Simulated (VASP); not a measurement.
# ZrN (Fm-3m) in VASP: single point with PBEsol

Aim: the single point of ZrN with PBEsol.

All numbers are computed with VASP 6.6.1; they aren't measurements. Logs are shortened: lines on timing, memory, paths and dates and some standing lists are left out, and cuts for length are marked.

## (1) The cell of the first run

The structure is cubic, space group Fm-3m (No. 225). Conventional cell: a = 4.600 Å, b = 4.600 Å, c = 4.600 Å, α = 90.00°, β = 90.00°, γ = 90.00°. Within 3.0 Å of Zr (site symmetry m-3m) lie 6 N at 2.30 Å. N (site symmetry m-3m) has 6 Zr at 2.30 Å within 3.0 Å.

## (2) Single point, PBEsol

The input, INCAR:

```
SYSTEM = ZrN
  PREC = Accurate
  ENCUT = 600
  EDIFF = 1E-6
  ISMEAR = -1
  SIGMA = 0.15
  LREAL = .FALSE.
  LASPH = .TRUE.
  NELM = 120
  ALGO = Normal
  ISIF = 2
  LWAVE = .FALSE.
  LCHARG = .FALSE.
  GGA = PS
  NBANDS = 82
  GGA_COMPAT = .FALSE.
```

The input, KPOINTS:

```
Automatic mesh
0
G
  2 2 2
  0 0 0
```

The input, POSCAR:

```
ZrN
1.0
    0.0000000000      4.6000000000      4.6000000000
    4.6000000000      0.0000000000      4.6000000000
    4.6000000000      4.6000000000      0.0000000000
Zr N
8 8
Direct
    0.2500000000      0.2500000000      0.2500000000
    0.2500000000      0.2500000000      0.7500000000
    0.2500000000      0.7500000000      0.2500000000
    0.2500000000      0.7500000000      0.7500000000
    0.7500000000      0.2500000000      0.2500000000
    0.7500000000      0.2500000000      0.7500000000
    0.7500000000      0.7500000000      0.2500000000
    0.7500000000      0.7500000000      0.7500000000
    0.0000000000      0.0000000000      0.0000000000
    0.0000000000      0.0000000000      0.5000000000
    0.0000000000      0.5000000000      0.0000000000
    0.0000000000      0.5000000000      0.5000000000
    0.5000000000      0.0000000000      0.0000000000
    0.5000000000      0.0000000000      0.5000000000
    0.5000000000      0.5000000000      0.0000000000
    0.5000000000      0.5000000000      0.5000000000
```

Potentials or basis: VASP PAW PBE potentials, release 64 (Zr_sv, N).

Run with:

```sh
$ cat potpaw_PBE.64/Zr_sv/POTCAR potpaw_PBE.64/N/POTCAR > POTCAR
$ mpirun -np 1 vasp_std > vasp.out
```

OUTCAR:

```text
SYSTEM = ZrN
   PREC = Accurate
   ENCUT = 600
   EDIFF = 1E-6
   ISMEAR = -1
   LREAL = .FALSE.
   LASPH = .TRUE.
   NELM = 120
   ISIF = 2
   GGA = PS

 ion  position               nearest neighbor table
   1  0.250  0.250  0.250-  10 2.30  11 2.30  12 2.30  13 2.30  14 2.30  15 2.30   2 3.25   3 3.25
                             5 3.25   2 3.25   4 3.25   6 3.25   3 3.25   4 3.25   7 3.25   5 3.25
   2  0.250  0.250  0.750-   9 2.30  11 2.30  12 2.30  13 2.30  14 2.30  16 2.30   1 3.25   4 3.25
                             6 3.25   1 3.25   3 3.25   5 3.25   3 3.25   4 3.25   8 3.25   5 3.25
   3  0.250  0.750  0.250-   9 2.30  10 2.30  12 2.30  13 2.30  15 2.30  16 2.30   1 3.25   4 3.25
                             7 3.25   2 3.25   4 3.25   8 3.25   1 3.25   2 3.25   5 3.25   5 3.25
   4  0.250  0.750  0.750-   9 2.30  10 2.30  11 2.30  14 2.30  15 2.30  16 2.30   2 3.25   3 3.25
                             8 3.25   1 3.25   3 3.25   7 3.25   1 3.25   2 3.25   6 3.25   6 3.25
   5  0.750  0.250  0.250-   9 2.30  10 2.30  11 2.30  14 2.30  15 2.30  16 2.30   1 3.25   6 3.25
                             7 3.25   2 3.25   6 3.25   8 3.25   3 3.25   7 3.25   8 3.25   1 3.25
   6  0.750  0.250  0.750-   9 2.30  10 2.30  12 2.30  13 2.30  15 2.30  16 2.30   2 3.25   5 3.25
                             8 3.25   1 3.25   5 3.25   7 3.25   4 3.25   7 3.25   8 3.25   1 3.25
   7  0.750  0.750  0.250-   9 2.30  11 2.30  12 2.30  13 2.30  14 2.30  16 2.30   3 3.25   5 3.25
                             8 3.25   4 3.25   6 3.25   8 3.25   1 3.25   5 3.25   6 3.25   1 3.25
   8  0.750  0.750  0.750-  10 2.30  11 2.30  12 2.30  13 2.30  14 2.30  15 2.30   4 3.25   6 3.25
                             7 3.25   3 3.25   5 3.25   7 3.25   2 3.25   5 3.25   6 3.25   2 3.25
   9  0.000  0.000  0.000-   2 2.30   3 2.30   4 2.30   5 2.30   6 2.30   7 2.30
  10  0.000  0.000  0.500-   1 2.30   3 2.30   4 2.30   5 2.30   6 2.30   8 2.30
  11  0.000  0.500  0.000-   1 2.30   2 2.30   4 2.30   5 2.30   7 2.30   8 2.30
  12  0.000  0.500  0.500-   1 2.30   2 2.30   3 2.30   6 2.30   7 2.30   8 2.30
  13  0.500  0.000  0.000-   1 2.30   2 2.30   3 2.30   6 2.30   7 2.30   8 2.30
  14  0.500  0.000  0.500-   1 2.30   2 2.30   4 2.30   5 2.30   7 2.30   8 2.30
  15  0.500  0.500  0.000-   1 2.30   3 2.30   4 2.30   5 2.30   6 2.30   8 2.30
  16  0.500  0.500  0.500-   2 2.30   3 2.30   4 2.30   5 2.30   6 2.30   7 2.30

  LATTYP: Found a face centered cubic cell.
 ALAT       =     9.2000000000

  Lattice vectors:

 A1 = (   0.0000000000,   4.6000000000,   4.6000000000)
 A2 = (   4.6000000000,   0.0000000000,   4.6000000000)
 A3 = (   4.6000000000,   4.6000000000,   0.0000000000)

Analysis of symmetry for initial positions (statically):
=====================================================================
 Subroutine PRICEL returns following result:

  LATTYP: Found a face centered cubic cell.
 ALAT       =     4.6000000000

  Lattice vectors:

 A1 = (   0.0000000000,   2.3000000000,   2.3000000000)
 A2 = (   2.3000000000,   0.0000000000,   2.3000000000)
 A3 = (   2.3000000000,   2.3000000000,   0.0000000000)

   8 primitive cells build up your supercell.

 Routine SETGRP: Setting up the symmetry group for a
 face centered cubic supercell.

 Subroutine GETGRP returns: Found 48 space group operations
 (whereof 48 operations were pure point group operations)
 out of a pool of 48 trial point group operations.

The static configuration has the point symmetry O_h .

Analysis of symmetry for dynamics (positions and initial velocities):
=====================================================================
 Subroutine PRICEL returns following result:

  LATTYP: Found a face centered cubic cell.
 ALAT       =     4.6000000000

  Lattice vectors:

 A1 = (   0.0000000000,   2.3000000000,   2.3000000000)
 A2 = (   2.3000000000,   0.0000000000,   2.3000000000)
 A3 = (   2.3000000000,   2.3000000000,   0.0000000000)

   8 primitive cells build up your supercell.

 Routine SETGRP: Setting up the symmetry group for a
 face centered cubic supercell.

 Subroutine GETGRP returns: Found 48 space group operations
 (whereof 48 operations were pure point group operations)
 out of a pool of 48 trial point group operations.

The dynamic configuration has the point symmetry O_h .

 Subroutine INISYM returns: Found 48 space group operations
 (whereof 48 operations are pure point group operations),
 and found     8 'primitive' translations

----------------------------------------------------------------------------------------

                                     Primitive cell

  volume of cell :      24.3340

  direct lattice vectors                    reciprocal lattice vectors
     0.000000000  2.300000000  2.300000000    -0.217391304  0.217391304  0.217391304
     2.300000000  0.000000000  2.300000000     0.217391304 -0.217391304  0.217391304
     2.300000000  2.300000000  0.000000000     0.217391304  0.217391304 -0.217391304

  length of vectors
     3.252691193  3.252691193  3.252691193     0.376532784  0.376532784  0.376532784

  position of ions in fractional coordinates (direct lattice)
     0.500000000  0.500000000  0.500000000
     0.000000000  0.000000000  0.000000000

  ion indices of the primitive-cell ions
   primitive index   ion index
                 1           1
                 2           9

----------------------------------------------------------------------------------------

 KPOINTS: Automatic mesh

Automatic generation of k-mesh.
 Grid dimensions read from file:
 generate k-points for:    2    2    2

 Generating k-lattice:

  Cartesian coordinates                     Fractional coordinates (reciprocal lattice)
    -0.054347826  0.054347826  0.054347826     0.500000000  0.000000000  0.000000000
     0.054347826 -0.054347826  0.054347826     0.000000000  0.500000000  0.000000000
     0.054347826  0.054347826 -0.054347826     0.000000000  0.000000000  0.500000000

  Length of vectors
     0.094133196  0.094133196  0.094133196

  Shift w.r.t. Gamma in fractional coordinates (k-lattice)
     0.000000000  0.000000000  0.000000000

 Subroutine IBZKPT returns following result:
 ===========================================

 Found      3 irreducible k-points:

 Following reciprocal coordinates:
            Coordinates               Weight
  0.000000  0.000000  0.000000      1.000000
  0.500000  0.000000  0.000000      4.000000
  0.500000  0.500000  0.000000      3.000000
   k-points           NKPTS =      3   k-points in BZ     NKDIM =      3   number of bands    NBANDS=     82
   number of dos      NEDOS =    301   number of ions     NIONS =     16
   total plane-waves  NPLWV = 157464
   dimension x,y,z NGX =    54 NGY =   54 NGZ =   54
   dimension x,y,z NGXF=   108 NGYF=  108 NGZF=  108
   ions per type =               8   8
   NGX,Y,Z   is equivalent  to a cutoff of  13.80, 13.80, 13.80 a.u.
   NGXF,Y,Z  is equivalent  to a cutoff of  27.60, 27.60, 27.60 a.u.
 SYSTEM =  ZrN
   PREC   = accura    normal or accurate (medium, high low for compatibility)
   ISTART =      0    job   : 0-new  1-cont  2-samecut
   ICHARG =      2    charge: 1-file 2-atom 10-const
   ISPIN  =      1    spin polarized calculation?
   LNONCOLLINEAR =      F non collinear calculations
   LSORBIT =      F    spin-orbit coupling
   LASPH  =      T    aspherical Exc in radial PAW
   ENCUT  =  600.0 eV  44.10 Ry    6.64 a.u.  12.99 12.99 12.99*2*pi/ulx,y,z
   NELM   =    120;   NELMIN=  2; NELMDL= -5     # of ELM steps
   EDIFF  = 0.1E-05   stopping-criterion for ELM
   LREAL  =      F    real-space projection
[... 7 lines left out ...]
   TEBEG  =    0.0;   TEEND  =   0.0 temperature during run
   PSTRESS=    0.0 pullay stress
   NELECT =     136.0000    total number of electrons
   NUPDOWN=      -1.0000    fix difference up-down
   EMIN   =  10.00;   EMAX   =-10.00  energy-range for DOS
   EFERMI =   0.00;   METHOD = LEGACY
   ISMEAR =    -1;   SIGMA  =   0.15  broadening in eV -4-tet -1-fermi 0-gaus
   EFERMI_NEDOS =   21; number of points for ismear=-14 and -15
   IALGO  =     38    algorithm
   IMIX   =      4    mixing-type and parameters
     AMIX     =   0.40;   BMIX     =  1.00
     AMIX_MAG =   1.60;   BMIX_MAG =  1.00
  volume/ion in A,a.u.               =      12.17        82.11
  Fermi-wavevector in a.u.,A,eV,Ry     =   1.452624  2.745062 28.709889  2.110117
  Thomas-Fermi vector in A             =   2.569985
   LORBIT       =      0    0 simple, 1 ext, 2 COOP (PROOUT), +10 PAW based schemes
   GGA     = PS    functional components
   LHFCALC =     F    Hartree Fock is set to
   AEXX    =    0.0000 exact exchange contribution
   IVDW    =     0    specifies the selected vdW correction
   LEPSILON=     F    determine dielectric tensor
   LRPA    =     F    only Hartree local field effects (RPA)
 non-spin polarized calculation
  energy-cutoff  :      600.00
  volume of cell :      194.67
 maximum number of plane-waves:      6478
 NGX is ok and might be reduce to    54
   NGX = 25   NGY = 25   NGZ = 25

 number of electron     136.0000000 magnetization

 Free energy of the ion-electron system (eV)
  ---------------------------------------------------
  ext. energy  EPLUGINS =         0.00000000
  ---------------------------------------------------
  free energy    TOTEN  =      -172.46816228 eV

  energy without entropy =     -172.04175647  energy(sigma->0) =     -172.25495938

 E-fermi :  11.4155     XC(G=0): -12.6302

 val. band max:       11.2749130747   @ k =   0.0000   0.0000   0.0000
 cond. band min:      12.2990798528   @ k =   0.5000   0.0000   0.0000
 fundamental gap:      1.0241667781
 Fermi energy:        11.4155357707

 k-point     1 :       0.0000    0.0000    0.0000
  band No.  band energies     occupation
      1     -37.7910      2.00000
      2     -37.6534      2.00000
      3     -37.6534      2.00000
      4     -37.6534      2.00000
      5     -37.6534      2.00000
      6     -37.6096      2.00000
[... 72 lines left out ...]
     79      14.7504      0.00000
     80      14.7507      0.00000

 k-point     2 :       0.5000    0.0000    0.0000
  band No.  band energies     occupation
      1     -37.7228      2.00000
      2     -37.7228      2.00000
      3     -37.6316      2.00000
      4     -37.6316      2.00000
      5     -37.6316      2.00000
      6     -37.6316      2.00000
[... 72 lines left out ...]
     79      15.1787      0.00000
     80      15.1789      0.00000

 k-point     3 :       0.5000    0.5000    0.0000
  band No.  band energies     occupation
      1     -37.7005      2.00000
      2     -37.7005      2.00000
      3     -37.6542      2.00000
      4     -37.6542      2.00000
      5     -37.6542      2.00000
      6     -37.6542      2.00000
[... 72 lines left out ...]
     79      14.0367      0.00000
     80      14.0379      0.00000
 [bands above 80 left out]

------------------------ aborting loop because EDIFF is reached ----------------------------------------

  FORCE on cell =-STRESS in cart. coord.  units (eV):
  Direction    XX          YY          ZZ          XY          YZ          ZX
  --------------------------------------------------------------------------------------
  -------------------------------------------------------------------------------------
  Total       -8.9193038     -8.9193038     -8.9193038      0.0000000      0.0000000      0.0000000
  in kB      -73.4070971    -73.4070971    -73.4070971      0.0000000      0.0000000      0.0000000
  external PRESSURE =     -73.4070971 kB  Pullay stress =       0.0000000 kB

 VOLUME and BASIS-vectors are now :
 -----------------------------------------------------------------------------
  energy-cutoff  :      600.00
  volume of cell :      194.67
      direct lattice vectors                 reciprocal lattice vectors
     0.000000000  4.600000000  4.600000000    -0.108695652  0.108695652  0.108695652
     4.600000000  0.000000000  4.600000000     0.108695652 -0.108695652  0.108695652
     4.600000000  4.600000000  0.000000000     0.108695652  0.108695652 -0.108695652

 POSITION                                       TOTAL-FORCE (eV/Angst)
 -----------------------------------------------------------------------------------
      2.30000      2.30000      2.30000         0.000000      0.000000      0.000000
      4.60000      4.60000      2.30000         0.000000      0.000000     -0.000000
      4.60000      2.30000      4.60000         0.000000      0.000000     -0.000000
      6.90000      4.60000      4.60000        -0.000000     -0.000000      0.000000
      2.30000      4.60000      4.60000        -0.000000      0.000000     -0.000000
      4.60000      6.90000      4.60000        -0.000000     -0.000000     -0.000000
[... 8 lines left out ...]
      2.30000      2.30000      4.60000        -0.000000     -0.000000      0.000000
      4.60000      4.60000      4.60000        -0.000000     -0.000000      0.000000
 -----------------------------------------------------------------------------------
    total drift:                               -0.000000     -0.000000      0.000000

  FREE ENERGIE OF THE ION-ELECTRON SYSTEM (eV)
  ---------------------------------------------------
  free  energy   TOTEN  =      -172.4681622844 eV

  energy  without entropy=     -172.0417564664  energy(sigma->0) =     -172.25495938
```

Wall time 1.7 min (1 thread of AMD EPYC 7R13 (Zen 3), shared host); peak memory 0.37 GiB.

What came out:

| Property | Result |
| --- | --- |
| Free energy | -172.4682 eV |
| Pressure | -7.3 GPa |
| Band gap on the k mesh | zero (bands 68 and 69 overlap by 1.56 eV) |

Caveat: the k points lie up to 0.59 Å⁻¹ apart, too coarse for converged energies and pressures of a metal; the PAW data sets were made with another functional, which shifts forces and pressure a little.

The gap in the log of VASP goes by the Fermi energy; the results here count the filled bands.